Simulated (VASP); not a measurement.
## CdTe: single point with r2SCAN

CdTe:

```
Cd Te
1.0
     0.00000    3.17645    3.17645
     3.17645    0.00000    3.17645
     3.17645    3.17645    0.00000
Cd Te
1 1
Direct
  0.00000 0.00000 0.00000
  0.25000 0.25000 0.25000
```

```json
{
  "Program": "VASP 6.6.1",
  "Task": "single point",
  "Functional": "r2SCAN",
  "Potentials or basis": "VASP PAW PBE potentials, release 64 (Cd, Te)",
  "Cutoff": "520 eV",
  "k mesh": "8 × 8 × 8",
  "Occupations": "gaussian, width 0.02 eV",
  "Spin": "no spin polarisation",
  "Dipole correction": "no",
  "Further INCAR settings": "ALGO = Normal; EDIFF = 1e-07; NBANDS = 16"
}
```

```
Pressure               : 4.9 GPa
Band gap on the k mesh : 1.47 eV
```

Levels at points of the mesh, in eV from the valence-band top:
| k point | band 7 | band 8 | band 9 | band 10 | band 11 | band 12 |
| --- | --- | --- | --- | --- | --- | --- |
| (0.00, 0.00, 0.00) | 0.00 | 0.00 | 0.00 | 1.47 | 4.97 | 4.97 |
| (0.50, 0.00, 0.00) | -4.87 | -0.89 | -0.89 | 2.30 | 5.55 | 5.55 |
| (0.50, 0.50, 0.00) | -4.67 | -2.14 | -2.14 | 2.74 | 2.96 | 9.84 |

Run time: 110 s on 1 thread of Intel Xeon 6975P-C, on a shared host, peak memory 0.23 GiB.

Caveat: the cell stands under pressure; the PAW data sets were made with another functional, which shifts forces and pressure a little; spin-orbit coupling is left out, which moves the levels of the heavy elements. r2SCAN opens gaps a little over a GGA but as a rule still falls short of measured ones.
